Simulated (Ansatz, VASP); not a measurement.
MgI2 in VASP and in Ansatz

The input POSCAR:

```
MgI2
1.0
    0.0000000000      3.7557205885      3.7557205885
    3.7557205885      0.0000000000      3.7557205885
    3.7557205885      3.7557205885      0.0000000000
Mg I
1 2
Direct
    0.0000000000      0.0000000000      0.0000000000
    0.2500000000      0.2500000000      0.2500000000
    0.7500000000      0.7500000000      0.7500000000
```

File INCAR.step1:

```
SYSTEM = MgI2
ALGO = Normal
EDIFF = 1E-5
ENCUT = 520
GGA = PE
ISIF = 2
ISMEAR = 0
LASPH = .TRUE.
LCHARG = .FALSE.
LREAL = .FALSE.
LWAVE = .TRUE.
NBANDS = 15
NELM = 60
PREC = Accurate
SIGMA = 0.01
```

INCAR.step2

```
SYSTEM = MgI2
AEXX = 0.5
ALGO = Normal
EDIFF = 1E-7
ENCUT = 520
GGA = PE
ISIF = 2
ISMEAR = 0
ISTART = 1
LASPH = .TRUE.
LCHARG = .FALSE.
LHFCALC = .TRUE.
LREAL = .FALSE.
LWAVE = .FALSE.
NBANDS = 15
NELM = 60
PREC = Accurate
PRECFOCK = Normal
SIGMA = 0.01
```

The input KPOINTS:

```
k-points
0
G
  4 4 4
  0 0 0
```

Input for Ansatz:

```yaml
crystal:
  lattice:
    - [0.0, 3.7557205885, 3.7557205885]
    - [3.7557205885, 0.0, 3.7557205885]
    - [3.7557205885, 3.7557205885, 0.0]
  atoms:
    - { symbol: Mg, position: [0.0, 0.0, 0.0] }
    - { symbol: I, position: [0.25, 0.25, 0.25] }
    - { symbol: I, position: [0.75, 0.75, 0.75] }
kpoints:
  mp_grid: { grid: [4, 4, 4] }
hamiltonian:
  xc: { exchange: pbe, correlation: pbe, exx: { coeff: 0.5 } }
scf:
  occupations: { method: fixed }
  n_extra_bands: 4
output:
  forces: true
  stress: true
  eigenvalues: true
```

Alike in both runs: task single point; functional PBE-based global hybrid with a share of 0.5 of exact exchange; k mesh 4 × 4 × 4; no spin polarisation.

|  | VASP | Ansatz |
| --- | --- | --- |
| version | VASP 6.6.1 | Ansatz 0.2.0 |
| potentials or method | VASP PAW PBE potentials, release 64 (Mg, I) | plane waves |
| plane-wave cutoff (eV) | 520 | 420 |
| occupations | gaussian, width 0.01 eV | fixed |
| valence electrons in the cell | 16 | 44 |

```csv
,VASP,Ansatz,Ansatz less VASP
gap on the k mesh at the Fermi level (eV),3.64,3.69,+0.047
pressure (GPa),-1.3,-1.0,+0.29
```

VASP's potentials were made for PBE, not for PBE-based global hybrid. VASP's potentials hold 16 valence electrons a cell and Ansatz's 44, so a difference there can come from the potentials and not from the codes. Ansatz's warnings: stress exchange threshold loose, stress scf threshold loose.

Spin-orbit coupling is off throughout.
